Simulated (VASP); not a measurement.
Crystal: Ge2Sb2Se.

```
CELL_PARAMETERS angstrom
4.44472 0.00000 0.00000
0.00000 4.44472 0.00000
0.00000 0.00000 6.24612
ATOMIC_POSITIONS crystal
Ge 0.50000 0.50000 0.20100
Ge 0.50000 0.50000 0.79900
Sb 0.00000 0.00000 0.74003
Sb 0.00000 0.00000 0.25997
Se 0.50000 0.50000 0.50000
```

```yaml
Program: VASP 6.6.1
Task: relaxation of cell and atoms
Functional: PBE
Potentials_or_basis: VASP PAW PBE potentials, release 64 (Ge_d, Sb, Se)
Cutoff: 600 eV
k_mesh: 4 × 4 × 4
Occupations: gaussian, width 0.1 eV
Spin: no spin polarisation
```

At the start: pressure 26.1 GPa; volume 24.68 Å³/atom.

How do energy, volume and symmetry change on relaxing?

Over 67 steps the energy falls by 1518.3 meV/atom and the volume is 28.34 Å³/atom (+14.8 %); space group P4/mmm (No. 123, to 0.05 Å).

The path:
| step | energy change (eV) | largest force (eV/Å) | pressure (GPa) | volume (Å³) |
| --- | --- | --- | --- | --- |
| 1 | 0.0000 | 13.8850 | 26.06 | 123.40 |
| 3 | -1.9079 | 10.4650 | -3.48 | 182.75 |
| 5 | -4.9673 | 5.5476 | -3.32 | 149.29 |
| 7 | -5.1748 | 4.6267 | -1.57 | 142.66 |
| 9 | -6.6087 | 0.3601 | -4.44 | 141.05 |
| 11 | -6.6704 | 0.2321 | -4.06 | 140.30 |
| 13 | -6.8465 | 0.6206 | 0.27 | 127.41 |
| 15 | -6.8801 | 0.4398 | -0.11 | 127.51 |
| 17 | -6.9091 | 0.2027 | 0.22 | 125.73 |
| 19 | -6.9167 | 0.1258 | -0.17 | 126.60 |
| 21 | -6.9316 | 0.1581 | 0.88 | 124.78 |
| 23 | -6.9079 | 0.6944 | 7.35 | 116.82 |
| 25 | -6.9399 | 0.3940 | 3.44 | 121.38 |
| 27 | -6.9408 | 0.3963 | 3.51 | 121.33 |
| 29 | -6.9446 | 0.4049 | 3.71 | 121.13 |
| 31 | -6.9588 | 0.4460 | 4.33 | 120.33 |
| 33 | -7.0610 | 0.7530 | 7.69 | 117.16 |
| 35 | -7.0565 | 0.7433 | 7.85 | 117.03 |
| 37 | -7.0600 | 0.6494 | 8.32 | 116.74 |
| 39 | -7.0720 | 0.6081 | 8.88 | 116.54 |
| 41 | -7.1336 | 0.5459 | 8.23 | 117.61 |
| 43 | -7.3508 | 0.2793 | 5.41 | 122.48 |
| 45 | -7.4208 | 0.9744 | -1.29 | 143.35 |
| 47 | -7.5236 | 0.4559 | 0.81 | 133.61 |
| 49 | -7.5325 | 0.3094 | 0.75 | 133.51 |
| 51 | -7.5437 | 0.2163 | 0.06 | 134.32 |
| 53 | -7.5483 | 0.1799 | 0.07 | 134.62 |
| 55 | -7.5572 | 0.2001 | 0.21 | 135.96 |
| 57 | -7.5655 | 0.2423 | -0.05 | 137.31 |
| 59 | -7.5776 | 0.3197 | -0.83 | 143.39 |
| 61 | -7.5807 | 0.2892 | -0.58 | 141.87 |
| 63 | -7.5890 | 0.0815 | -0.28 | 143.45 |
| 65 | -7.5899 | 0.0922 | -0.34 | 142.97 |
| 67 | -7.5915 | 0.0385 | -0.05 | 141.70 |

Final structure:
```
CELL_PARAMETERS angstrom
4.13300 0.00000 0.00000
0.00000 4.13300 0.00000
0.00000 0.00000 8.29540
ATOMIC_POSITIONS crystal
Ge 0.50000 0.50000 0.20666
Ge 0.50000 0.50000 0.79334
Sb 0.00000 0.00000 0.83220
Sb 0.00000 0.00000 0.16780
Se 0.50000 0.50000 0.50000
```
